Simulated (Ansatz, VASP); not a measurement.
## One calculation of AgO2, two programs

```xyz
6
Lattice="4.2106 0.0000 0.0000 0.0000 5.3436 0.0000 0.0000 0.0000 3.5202" Properties=species:S:1:pos:R:3 pbc="T T T"
Ag    0.0000    0.0000    0.0000
Ag    2.1053    2.6718    1.7601
O     3.6497    3.0842    0.0000
O     0.5609    2.2594    0.0000
O     1.5444    4.9312    1.7601
O     2.6662    0.4124    1.7601
```

Alike in both runs: functional PBE; k mesh 4 × 3 × 5; occupations gaussian, width 0.2 eV; no spin polarisation.

Ansatz relaxed the structure, and its values are those at the end. VASP's run is a single point on that final structure, the one shown.

|  | VASP | Ansatz |
| --- | --- | --- |
| version | VASP 6.6.1 | Ansatz 0.2.0 |
| potentials or method | VASP PAW PBE potentials, release 64 (Ag, O), cutoff 520 eV | scalar-relativistic, plane waves, PAW |
| valence electrons in the cell | 46 | 62 |

Ansatz gave:

| Item | Value |
| --- | --- |
| gap on the k mesh at the Fermi level (eV) | none |
| pressure (GPa) | 0.0 |
| rms of the force components (eV/Å) | 0.019 |

Q: Which values does VASP return?

A: gap on the k mesh at the Fermi level (eV): none; pressure (GPa): 0.2; rms of the force components (eV/Å): 0.121.

A gap of «none» marks a metal or a gap that the smearing closes. One of these differences is far larger than is usual between the two programs; its cause wasn't traced. With one functional, cell and mesh, what is left measures potentials, basis and numerics. VASP's potentials hold 46 valence electrons a cell and Ansatz's 62, so a difference there can come from the potentials and not from the codes.

The k mesh is coarse, so the values compare programs but aren't converged.
